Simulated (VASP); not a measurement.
# ZrS (Fm-3m) in VASP: a series of runs, part 2 of 2

VASP 6.6.1. Earlier steps stand in the parts before.

## 4. Vibrations by perturbation theory, LDA

This run uses another cell than the first one, of 16.17 Å³/atom, 0.954 times its volume.

INCAR

```
ALGO = Normal
EDIFF = 1E-8
ENCUT = 520
GGA = CA
IBRION = 8
ISIF = 2
ISMEAR = -1
LASPH = T
LCHARG = T
LREAL = F
LWAVE = F
NELM = 60
NSW = 1
PREC = Accurate
SIGMA = 0.15
```

KPOINTS

```
k-points
0
Gamma
  14 14 14
```

POSCAR

```
ZrS
1.0
    0.0000000000      2.5286722077      2.5286722077
    2.5286722077      0.0000000000      2.5286722077
    2.5286722077      2.5286722077      0.0000000000
Zr S
1 1
Direct
    0.0000000000      0.0000000000      0.0000000000
    0.5000000000      0.5000000000      0.5000000000
```

Potentials or basis: VASP PAW LDA potentials, release 64 (Zr_sv, S).

Launch:

```
> cat potpaw_LDA.64/Zr_sv/POTCAR potpaw_LDA.64/S/POTCAR > POTCAR
> mpirun -np 1 vasp_std > vasp.out
```

OUTCAR:

```text
EDIFF = 1E-8
   ENCUT = 520
   GGA = CA
   IBRION = 8
   ISIF = 2
   ISMEAR = -1
   LASPH = T
   LREAL = F
   NELM = 60
   NSW = 1
   PREC = Accurate

 ion  position               nearest neighbor table
   1  0.000  0.000  0.000-   2 2.53   2 2.53   2 2.53   2 2.53   2 2.53   2 2.53
   2  0.500  0.500  0.500-   1 2.53   1 2.53   1 2.53   1 2.53   1 2.53   1 2.53

  LATTYP: Found a face centered cubic cell.
 ALAT       =     5.0573444154

  Lattice vectors:

 A1 = (   0.0000000000,   2.5286722077,   2.5286722077)
 A2 = (   2.5286722077,   0.0000000000,   2.5286722077)
 A3 = (   2.5286722077,   2.5286722077,   0.0000000000)

Analysis of symmetry for initial positions (statically):
=====================================================================
 Subroutine PRICEL returns:
 Original cell was already a primitive cell.

 Routine SETGRP: Setting up the symmetry group for a
 face centered cubic supercell.

 Subroutine GETGRP returns: Found 48 space group operations
 (whereof 48 operations were pure point group operations)
 out of a pool of 48 trial point group operations.

The static configuration has the point symmetry O_h .

Analysis of symmetry for dynamics (positions and initial velocities):
=====================================================================
 Subroutine PRICEL returns:
 Original cell was already a primitive cell.

 Routine SETGRP: Setting up the symmetry group for a
 face centered cubic supercell.

 Subroutine GETGRP returns: Found 48 space group operations
 (whereof 48 operations were pure point group operations)
 out of a pool of 48 trial point group operations.

The dynamic configuration has the point symmetry O_h .

 Subroutine INISYM returns: Found 48 space group operations
 (whereof 48 operations are pure point group operations),
 and found     1 'primitive' translations

----------------------------------------------------------------------------------------

                                     Primitive cell

  volume of cell :      32.3376

  direct lattice vectors                    reciprocal lattice vectors
     0.000000000  2.528672208  2.528672208    -0.197732232  0.197732232  0.197732232
     2.528672208  0.000000000  2.528672208     0.197732232 -0.197732232  0.197732232
     2.528672208  2.528672208  0.000000000     0.197732232  0.197732232 -0.197732232

  length of vectors
     3.576082531  3.576082531  3.576082531     0.342482272  0.342482272  0.342482272

  position of ions in fractional coordinates (direct lattice)
     0.000000000  0.000000000  0.000000000
     0.500000000  0.500000000  0.500000000

  ion indices of the primitive-cell ions
   primitive index   ion index
                 1           1
                 2           2

[... 134 lines left out ...]
      6       8.4854      2.00000
      7       8.4854      2.00000
      8       8.4854      2.00000
      9      10.3546      1.99995
     10      10.3546      1.99995
     11      10.3546      1.99995
     12      11.1491      1.99103
     13      11.1491      1.99103
[... 354 lines left out ...]
  band No.  band energies     occupation
      1     -37.4388      2.00000
      2     -15.8629      2.00000
      3     -15.6479      2.00000
      4     -15.6388      2.00000
      5      -3.3504      2.00000
      6       5.1380      2.00000
      7       6.7708      2.00000
      8       7.0562      2.00000
      9      10.0459      1.99999
     10      12.2001      0.33486
     11      12.7366      0.01118
     12      13.4819      0.00008
     13      14.7619      0.00000

 [... further k-points ...]
[... 5 lines left out ...]
  --------------------------------------------------------------------------------------
  -------------------------------------------------------------------------------------
  Total        1.6736717      1.6736717      1.6736717     -0.0000000     -0.0000000     -0.0000000
  in kB       82.9226640     82.9226640     82.9226640     -0.0000000     -0.0000000     -0.0000000
  external PRESSURE =      82.9226640 kB  Pullay stress =       0.0000000 kB

 VOLUME and BASIS-vectors are now :
 -----------------------------------------------------------------------------
  energy-cutoff  :      520.00
  volume of cell :       32.34
      direct lattice vectors                 reciprocal lattice vectors
     0.000000000  2.528672208  2.528672208    -0.197732232  0.197732232  0.197732232
     2.528672208  0.000000000  2.528672208     0.197732232 -0.197732232  0.197732232
     2.528672208  2.528672208  0.000000000     0.197732232  0.197732232 -0.197732232

 POSITION                                       TOTAL-FORCE (eV/Angst)
 -----------------------------------------------------------------------------------
      0.00000      0.00000      0.00000         0.000000      0.000000      0.000000
      2.52867      2.52867      2.52867         0.000000      0.000000     -0.000000
 -----------------------------------------------------------------------------------
    total drift:                                0.000000      0.000000      0.000000

  FREE ENERGIE OF THE ION-ELECTRON SYSTEM (eV)
  ---------------------------------------------------
  free  energy   TOTEN  =       -17.1661597429 eV

  energy  without entropy=      -17.0779782522  energy(sigma->0) =      -17.12206900

[... ionic steps 2 to 3 ...]

--------------------------------------- Ionic step        4  -------------------------------------------

------------------------ aborting loop because EDIFF is reached ----------------------------------------

[... ionic steps 5 to 6 ...]

--------------------------------------- Ionic step        7  -------------------------------------------

 Free energy of the ion-electron system (eV)
  ---------------------------------------------------
  ---------------------------------------------------
  free energy    TOTEN  =        -0.10538682 eV

  energy without entropy =       -0.10538682

------------------------ aborting loop because EDIFF is reached ----------------------------------------

 INTERNAL STRAIN TENSOR  FOR ION    2  DIRECTION 1   (eV/Angst):
 -----------------------------------------------------------------------------
     0.07369  0.00000  0.00000
     0.00000 -0.03694 -0.00000
     0.00000 -0.00000 -0.03694

 INTERNAL STRAIN TENSOR FOR ION    2 for displacements in x,y,z  (eV/Angst):
          X           Y           Z          XY          YZ          ZX
  --------------------------------------------------------------------------------
  x     0.00000     0.00000     0.00000     0.00000     0.00000     0.00000
  y     0.00000     0.00000     0.00000     0.00000     0.00000     0.00000
  z     0.00000     0.00000     0.00000     0.00000     0.00000     0.00000

 SECOND DERIVATIVES (NOT SYMMETRIZED)
 ------------------------------------
               1X          1Y          1Z          2X          2Y          2Z
  1X    -8.361114    0.000000    0.000000    8.361114    0.000000    0.000000
  1Y     0.000000   -8.361114    0.000000    0.000000    8.361114    0.000000
  1Z     0.000000    0.000000   -8.361114    0.000000    0.000000    8.361114
  2X     8.268113    0.000000    0.000000   -8.268113    0.000000    0.000000
  2Y     0.000000    8.268113    0.000000    0.000000   -8.268113    0.000000
  2Z     0.000000    0.000000    8.268113    0.000000    0.000000   -8.268113

 Eigenvectors and eigenvalues of the dynamical matrix
 ----------------------------------------------------

   1 f  =    9.242225 THz    58.070615 2PiTHz  308.287457 cm-1    38.222756 meV
             X         Y         Z           dx          dy          dz
      0.000000  0.000000  0.000000     0.000000    0.512101    0.000000
      2.528672  2.528672  2.528672     0.000000   -0.858925    0.000000
[... 21 lines left out ...]
   6 f/i=    0.022735 THz     0.142850 2PiTHz    0.758369 cm-1     0.094026 meV
             X         Y         Z           dx          dy          dz
      0.000000  0.000000  0.000000     0.000000    0.000000    0.858925
      2.528672  2.528672  2.528672     0.000000    0.000000    0.512101

--------------------------------------------------------------------------------------------------------

 ELASTIC MODULI CONTR FROM IONIC RELAXATION (kBar)
 Direction    XX          YY          ZZ          XY          YZ          ZX
 --------------------------------------------------------------------------------
 XX           0.0000      0.0000      0.0000      0.0000      0.0000      0.0000
 YY           0.0000      0.0000      0.0000      0.0000      0.0000      0.0000
 ZZ           0.0000      0.0000      0.0000      0.0000      0.0000      0.0000
 XY           0.0000      0.0000      0.0000      0.0000      0.0000      0.0000
 YZ           0.0000      0.0000      0.0000      0.0000      0.0000      0.0000
 ZX           0.0000      0.0000      0.0000      0.0000      0.0000      0.0000
 --------------------------------------------------------------------------------
```

stdout:

```text
POSCAR found type information on POSCAR ZrS
 POSCAR found :  2 types and       2 ions
 scaLAPACK will be used
 LDA part: xc-table for (Slater(with rela. corr.)+CA(PZ))
 , standard interpolation
 POSCAR, INCAR and KPOINTS ok, starting setup
 FFT: planning ... GRIDC
 FFT: planning ... GRID_SOFT
 FFT: planning ... GRID
 WAVECAR not read
[... 19 lines left out ...]
|                                                                             |
 -----------------------------------------------------------------------------

 Linear response reoptimize wavefunctions to high precision
 Linear response DOF=           2
 Linear response progress:
 first order change of Fermi-energy  -0.15764E-03
 force on displaced ion       1 direction 1 :  -8.361   0.000   0.000
 Linear response progress:
 first order change of Fermi-energy   0.42057E-03
 force on displaced ion       2 direction 1 :  -8.268   0.000   0.000
 Linear response finished
```

It took 8.1 min on 1 thread of Intel Xeon Platinum 8259CL at 2.50GHz (Skylake/Cascade Lake), shared host; peak memory 0.37 GiB.

Results:

- Highest phonon frequency at Γ, LO-TO splitting left out: 308 cm⁻¹

Phonon frequencies in cm⁻¹ (negative: imaginary):
| q point | frequencies |
| --- | --- |
| (0.000, 0.000, 0.000) | -1 -1 -1 308 308 308 |

Caveat: the cell wasn't relaxed at this level first, which shifts response properties.
